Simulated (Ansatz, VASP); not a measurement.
# One calculation of Mg3Sb2, two programs

File POSCAR:

```
Mg3Sb2
1.0
    4.6042563207      0.0000000000      0.0000000000
   -2.3021281604      3.9874029393      0.0000000000
    0.0000000000      0.0000000000      7.1741281828
Sb Mg
2 3
Direct
    0.3333333333      0.6666666667      0.2467000000
    0.6666666667      0.3333333333      0.7533000000
    0.0000000000      0.0000000000      0.0000000000
    0.3333333333      0.6666666667      0.6470000000
    0.6666666667      0.3333333333      0.3530000000
```

INCAR.step1

```
SYSTEM = Mg3Sb2
PREC = Accurate ; ENCUT = 660
ISMEAR = 0 ; SIGMA = 0.05
LREAL = .False. ; LASPH = .True.
NELM = 120 ; NBANDS = 16
GGA = PE ; ALGO = Normal
EDIFF = 1E-5 ; LWAVE = .True.
LCHARG = .False. ; GGA_COMPAT = .False.
```

File INCAR.step2:

```
SYSTEM = Mg3Sb2
PREC = Accurate ; ENCUT = 660
EDIFF = 1E-6 ; ISMEAR = 0
SIGMA = 0.05 ; LREAL = .False.
LASPH = .True. ; NELM = 120
ALGO = Normal ; ISIF = 2
LWAVE = .False. ; LCHARG = .True.
METAGGA = R2SCAN ; LMIXTAU = .True.
LELF = .True. ; LVHAR = .True.
NBANDS = 16 ; ISTART = 1
GGA_COMPAT = .False.
```

Contents of KPOINTS:

```
Automatic mesh
0
Gamma
  8 8 4
  0 0 0
```

Input for Ansatz:

```yaml
crystal:
  lattice:
    - [4.6042563207, 0.0, 0.0]
    - [-2.3021281604, 3.9874029393, 0.0]
    - [0.0, 0.0, 7.1741281828]
  atoms:
    - { symbol: Sb, position: [0.3333333333, 0.6666666667, 0.2467] }
    - { symbol: Sb, position: [0.6666666667, 0.3333333333, 0.7533] }
    - { symbol: Mg, position: [0.0, 0.0, 0.0] }
    - { symbol: Mg, position: [0.3333333333, 0.6666666667, 0.647] }
    - { symbol: Mg, position: [0.6666666667, 0.3333333333, 0.353] }
basis:
  ecutwfc: 500
  ecutrho_ratio: 4
kpoints:
  mp_grid: { grid: [8, 8, 4] }
hamiltonian:
  xc: r2scan
scf:
  occupations: { method: gaussian, width: 0.05 }
output:
  forces: true
  stress: true
  eigenvalues: true
```

Alike in both runs: task single point; functional r2SCAN; k mesh 8 × 8 × 4; occupations gaussian, width 0.05 eV; no spin polarisation.

|  | VASP | Ansatz |
| --- | --- | --- |
| version | VASP 6.6.1 | Ansatz 0.2.0 |
| potentials or method | VASP PAW PBE potentials, release 64 (Sb, Mg), cutoff 660 eV | scalar-relativistic, plane waves, PAW |
| valence electrons in the cell | 16 | 60 |

```csv
,VASP,Ansatz,Ansatz less VASP
gap on the k mesh at the Fermi level (eV),0.72,0.75,+0.035
least direct gap on the mesh (eV),1.75,1.76,+0.018
pressure (GPa),0.6,0.6,-0.02
"traceless stress, the component that is largest in VASP (GPa)",0.42,0.42,+0.003
rms of the force components (eV/Å),0.291,0.287,-0.0038
```

VASP's potentials were made for PBE, not for r2SCAN. Atom by atom the forces differ by 0.004 eV/Å (rms over components). VASP's potentials hold 16 valence electrons a cell and Ansatz's 60, so a difference there can come from the potentials and not from the codes.

Spin-orbit coupling is off throughout.
